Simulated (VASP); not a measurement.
# C (a cell with a defect) in VASP: a series of runs, part 3 of 3

VASP 6.6.1. The steps go on from the part before.

## Step 5: Single point, PBEsol

INCAR reads:

```
  ALGO = Normal
  EDIFF = 1E-6
  ENCUT = 520
  GGA = PS
  ISIF = 2
  ISMEAR = 0
  LASPH = T
  LCHARG = F
  LREAL = Auto
  LWAVE = F
  NBANDS = 43
  NELM = 100
  PREC = Accurate
  SIGMA = 0.05
```

KPOINTS reads:

```
k-points
0
Gamma
  6 6 6
```

POSCAR reads:

```
C
1.0
    0.0000000000      3.5537981836     -3.5537981836
   -3.5537981836      0.0000000000     -3.5537981836
   -3.5537981836      3.5537981836      0.0000000000
C
15
Direct
    0.2500000000      0.7500000000      0.2500000000
    0.7500000000      0.2500000000      0.2500000000
    0.2500000000      0.2500000000      0.2500000000
    0.7500000000      0.7500000000      0.7500000000
    0.2500000000      0.7500000000      0.7500000000
    0.7500000000      0.2500000000      0.7500000000
    0.2500000000      0.2500000000      0.7500000000
    0.8750000000      0.3750000000      0.3750000000
    0.3750000000      0.3750000000      0.3750000000
    0.7990647794      0.7990647794      0.4799954412
    0.3750000000      0.8750000000      0.3750000000
    0.8750000000      0.3750000000      0.8750000000
    0.3750000000      0.3750000000      0.8750000000
    0.8750000000      0.8750000000      0.8750000000
    0.3750000000      0.8750000000      0.8750000000
```

Potentials or basis: VASP PAW PBE potentials, release 64 (C).

On the command line:

```sh
cat potpaw_PBE.64/C/POTCAR > POTCAR
mpirun -np 1 vasp_std > vasp.out
```

OUTCAR:

```text
EDIFF = 1E-6
   ENCUT = 520
   GGA = PS
   ISIF = 2
   ISMEAR = 0
   LASPH = T
   LREAL = Auto
   NELM = 100
   PREC = Accurate

 ion  position               nearest neighbor table
   1  0.250  0.750  0.250-  11 1.54   9 1.54  15 1.54  10 1.91
   2  0.750  0.250  0.250-   8 1.54   9 1.54  12 1.54  10 1.91
   3  0.250  0.250  0.250-   9 1.54   8 1.54  11 1.54  13 1.54
   4  0.750  0.750  0.750-  10 1.16  14 1.54  12 1.54  15 1.54
   5  0.250  0.750  0.750-  15 1.54  13 1.54  14 1.54  11 1.54
   6  0.750  0.250  0.750-  12 1.54   8 1.54  13 1.54  14 1.54
   7  0.250  0.250  0.750-  13 1.54  12 1.54   9 1.54  15 1.54
   8  0.875  0.375  0.375-   2 1.54   3 1.54   6 1.54
   9  0.375  0.375  0.375-   3 1.54   2 1.54   1 1.54   7 1.54
  10  0.799  0.799  0.480-   4 1.16   2 1.91   1 1.91
  11  0.375  0.875  0.375-   1 1.54   3 1.54   5 1.54
  12  0.875  0.375  0.875-   6 1.54   4 1.54   2 1.54   7 1.54
  13  0.375  0.375  0.875-   7 1.54   5 1.54   6 1.54   3 1.54
  14  0.875  0.875  0.875-   4 1.54   5 1.54   6 1.54
  15  0.375  0.875  0.875-   5 1.54   4 1.54   1 1.54   7 1.54

  LATTYP: Found a face centered cubic cell.
 ALAT       =     7.1075963672

  Lattice vectors:

 A1 = (   0.0000000000,   3.5537981836,  -3.5537981836)
 A2 = (  -3.5537981836,   0.0000000000,  -3.5537981836)
 A3 = (  -3.5537981836,   3.5537981836,   0.0000000000)

Analysis of symmetry for initial positions (statically):
=====================================================================
 Subroutine PRICEL returns:
 Original cell was already a primitive cell.

 Routine SETGRP: Setting up the symmetry group for a
 face centered cubic supercell.

 Subroutine GETGRP returns: Found  2 space group operations
 (whereof  2 operations were pure point group operations)
 out of a pool of 48 trial point group operations.

The static configuration has the point symmetry C_1h.

Analysis of symmetry for dynamics (positions and initial velocities):
=====================================================================
 Subroutine PRICEL returns:
 Original cell was already a primitive cell.

 Routine SETGRP: Setting up the symmetry group for a
 face centered cubic supercell.

 Subroutine GETGRP returns: Found  2 space group operations
 (whereof  2 operations were pure point group operations)
 out of a pool of 48 trial point group operations.

The dynamic configuration has the point symmetry C_1h.

 Subroutine INISYM returns: Found  2 space group operations
 (whereof  2 operations are pure point group operations),
 and found     1 'primitive' translations

----------------------------------------------------------------------------------------

                                     Primitive cell

  volume of cell :      89.7653

  direct lattice vectors                    reciprocal lattice vectors
     0.000000000  3.553798184 -3.553798184     0.140694540  0.140694540 -0.140694540
    -3.553798184  0.000000000 -3.553798184    -0.140694540 -0.140694540 -0.140694540
    -3.553798184  3.553798184  0.000000000    -0.140694540  0.140694540  0.140694540

  length of vectors
     5.025829589  5.025829589  5.025829589     0.243690091  0.243690091  0.243690091

  position of ions in fractional coordinates (direct lattice)
[... 95 lines left out ...]
 SYSTEM =  unknown system
   PREC   = accura    normal or accurate (medium, high low for compatibility)
   ISTART =      0    job   : 0-new  1-cont  2-samecut
   ICHARG =      2    charge: 1-file 2-atom 10-const
   ISPIN  =      1    spin polarized calculation?
   LNONCOLLINEAR =      F non collinear calculations
   LSORBIT =      F    spin-orbit coupling
   LASPH  =      T    aspherical Exc in radial PAW
   ENCUT  =  520.0 eV  38.22 Ry    6.18 a.u.   9.34  9.34  9.34*2*pi/ulx,y,z
   NELM   =    100;   NELMIN=  2; NELMDL= -5     # of ELM steps
   EDIFF  = 0.1E-05   stopping-criterion for ELM
   LREAL  =      T    real-space projection
   EDIFFG = 0.1E-04   stopping-criterion for IOM
   NSW    =      0    number of steps for IOM
   IBRION =     -1    ionic relax: 0-MD 1-quasi-New 2-CG
   NFREE  =      0    steps in history (QN), initial steepest desc. (CG)
   ISIF   =      2    stress and relaxation
   ISYM   =      2    0-nonsym 1-usesym 2-fastsym
   POTIM  = 0.5000    time-step for ionic-motion
   TEBEG  =    0.0;   TEEND  =   0.0 temperature during run
   PSTRESS=    0.0 pullay stress
   NELECT =      60.0000    total number of electrons
   NUPDOWN=      -1.0000    fix difference up-down
   EMIN   =  10.00;   EMAX   =-10.00  energy-range for DOS
   EFERMI =   0.00;   METHOD = LEGACY
   ISMEAR =     0;   SIGMA  =   0.05  broadening in eV -4-tet -1-fermi 0-gaus
   EFERMI_NEDOS =   21; number of points for ismear=-14 and -15
   IALGO  =     38    algorithm
   IMIX   =      4    mixing-type and parameters
     AMIX     =   0.40;   BMIX     =  1.00
     AMIX_MAG =   1.60;   BMIX_MAG =  1.00
  volume/ion in A,a.u.               =       5.98        40.38
  Fermi-wavevector in a.u.,A,eV,Ry     =   1.431383  2.704921 27.876392  2.048857
  Thomas-Fermi vector in A             =   2.551125
   LORBIT       =      0    0 simple, 1 ext, 2 COOP (PROOUT), +10 PAW based schemes
   GGA     = PS    functional components
   LHFCALC =     F    Hartree Fock is set to
   AEXX    =    0.0000 exact exchange contribution
   IVDW    =     0    specifies the selected vdW correction
   LEPSILON=     F    determine dielectric tensor
   LRPA    =     F    only Hartree local field effects (RPA)
 non-spin polarized calculation
 Gauss-broadening in eV      SIGMA  =   0.05
  energy-cutoff  :      520.00
  volume of cell :       89.77
 maximum number of plane-waves:      2450
 NGX is ok and might be reduce to    40
   NGX = 19   NGY = 19   NGZ = 19

 number of electron      59.9999993 magnetization

 Free energy of the ion-electron system (eV)
  ---------------------------------------------------
  ext. energy  EPLUGINS =         0.00000000
  ---------------------------------------------------
  free energy    TOTEN  =      -132.53562830 eV

  energy without entropy =     -132.53235183  energy(sigma->0) =     -132.53399006

 E-fermi :   9.5264     XC(G=0): -13.1752

 val. band max:        9.5241783894   @ k =  -0.3333   0.3333   0.0000
 cond. band min:       9.5353861669   @ k =  -0.3333   0.3333  -0.3333
 fundamental gap:      0.0112077775
 Fermi energy:         9.5264210914

 k-point     1 :       0.0000    0.0000    0.0000
  band No.  band energies     occupation
      1     -12.5187      2.00000
      2      -8.3089      2.00000
      3      -6.7298      2.00000
      4      -6.4236      2.00000
      5      -5.7947      2.00000
      6      -4.7937      2.00000
[... 1069 lines left out ...]
     41      18.1018      0.00000
     42      18.4178      0.00000

 [... further k-points ...]

 [bands above 42 left out]

------------------------ aborting loop because EDIFF is reached ----------------------------------------

  FORCE on cell =-STRESS in cart. coord.  units (eV):
  Direction    XX          YY          ZZ          XY          YZ          ZX
  --------------------------------------------------------------------------------------
  -------------------------------------------------------------------------------------
  Total       10.5460357     10.5460357     -6.8654404     -8.4220301      8.4712566     -8.4712546
  in kB      188.2311704    188.2311704   -122.5379759   -150.3208041    151.1994255   -151.1993902
  external PRESSURE =      84.6414550 kB  Pullay stress =       0.0000000 kB

 VOLUME and BASIS-vectors are now :
 -----------------------------------------------------------------------------
  energy-cutoff  :      520.00
  volume of cell :       89.77
      direct lattice vectors                 reciprocal lattice vectors
     0.000000000  3.553798184 -3.553798184     0.140694540  0.140694540 -0.140694540
    -3.553798184  0.000000000 -3.553798184    -0.140694540 -0.140694540 -0.140694540
    -3.553798184  3.553798184  0.000000000    -0.140694540  0.140694540  0.140694540

 POSITION                                       TOTAL-FORCE (eV/Angst)
 -----------------------------------------------------------------------------------
     -3.55380      1.77690     -3.55380         0.680376      1.625826      0.679803
     -1.77690      3.55380     -3.55380        -1.625826     -0.680376      0.679803
     -1.77690      1.77690     -1.77690        -0.126671      0.126671     -0.745705
     -5.33070      5.33070     -5.33070       -13.332414     13.332414      7.764770
     -5.33070      3.55380     -3.55380        -0.205895      0.399720      0.471862
     -3.55380      5.33070     -3.55380        -0.399720      0.205895      0.471862
     -3.55380      3.55380     -1.77690         0.090168     -0.090168     -0.398804
     -2.66535      4.44225     -4.44225         2.089998      1.800452      1.884138
     -2.66535      2.66535     -2.66535         0.106031     -0.106031     -0.505980
     -4.54552      4.54552     -5.67943        14.716430    -14.716430    -15.160692
     -4.44225      2.66535     -4.44225        -1.800452     -2.089998      1.884138
     -4.44225      6.21915     -4.44225         0.669894      2.382481      2.304711
     -4.44225      4.44225     -2.66535        -0.004225      0.004225     -0.036789
     -6.21915      6.21915     -6.21915         1.524786     -1.524786     -1.597830
     -6.21915      4.44225     -4.44225        -2.382481     -0.669894      2.304711
 -----------------------------------------------------------------------------------
    total drift:                                0.005925     -0.005925     -0.000406

  FREE ENERGIE OF THE ION-ELECTRON SYSTEM (eV)
  ---------------------------------------------------
  free  energy   TOTEN  =      -132.5356282957 eV

  energy  without entropy=     -132.5323518311  energy(sigma->0) =     -132.53399006
```

Run time: 10 min. Hardware: 1 thread of Intel Xeon Platinum 8488C (Sapphire Rapids), shared host; peak memory 0.31 GiB.

Results:

```yaml
Free_energy: -132.5356 eV
Pressure: 8.5 GPa
Largest_force: 25.749 eV/Å
Band_gap_on_the_k_mesh: zero (bands 30 and 31 overlap by 1.30 eV)
```

Forces on the atoms (eV/Å):
```
C     0.680   1.626   0.680
C    -1.626  -0.680   0.680
C    -0.127   0.127  -0.746
C   -13.332  13.332   7.765
C    -0.206   0.400   0.472
C    -0.400   0.206   0.472
C     0.090  -0.090  -0.399
C     2.090   1.800   1.884
C     0.106  -0.106  -0.506
C    14.716 -14.716 -15.161
C    -1.800  -2.090   1.884
C     0.670   2.382   2.305
C    -0.004   0.004  -0.037
C     1.525  -1.525  -1.598
C    -2.382  -0.670   2.305
```

Levels at points of the mesh, in eV from the Fermi level:
```csv
k point,band 27,band 28,band 29,band 30,band 31,band 32,band 33,band 34
"(0.00, 0.00, 0.00)",-1.76,-1.61,-0.85,1.03,1.56,1.94,3.23,3.57
"(0.50, 0.00, 0.00)",-3.21,-2.31,-2.25,-1.80,0.41,1.85,3.10,5.01
"(0.00, 0.00, 0.50)",-2.79,-2.71,-2.42,-1.98,1.44,1.90,4.54,4.79
"(0.50, 0.50, 0.50)",-3.81,-2.63,-1.18,-0.20,0.65,1.44,3.58,3.89
"(0.50, 0.50, 0.00)",-3.63,-2.98,-1.64,-1.20,-0.20,0.37,4.06,4.31
"(0.00, 0.50, 0.50)",-3.98,-3.63,-2.05,-1.56,0.24,1.56,2.98,4.11
```

Caveat: the cell differs from its parent crystal (atoms taken out, atom 10 moved 0.125 of the way to it and +0.525 Å across, host rigid); the PAW data sets were made with another functional, which shifts forces and pressure a little.

## Step 6: The runs side by side

```csv
cell,gap on the mesh (eV),pressure (GPa),largest force (eV/Å)
"as given, atomic positions A",none,7.7,11.72
"as given, atomic positions B",none,-1.5,7.87
"as given, atomic positions C",none,-2.2,9.36
"as given, atomic positions D",none,8.5,25.75
```

Alike in all rows: task single point; level PBEsol; potentials or basis VASP PAW PBE potentials, release 64 (C); no spin polarisation; k mesh 6 × 6 × 6; cutoff (eV) 520; smearing gaussian 0.05 eV.

Caveats: the PAW data sets were made with another functional, which shifts forces and pressure a little.

Absolute energies hang on the potentials; compare differences alone.
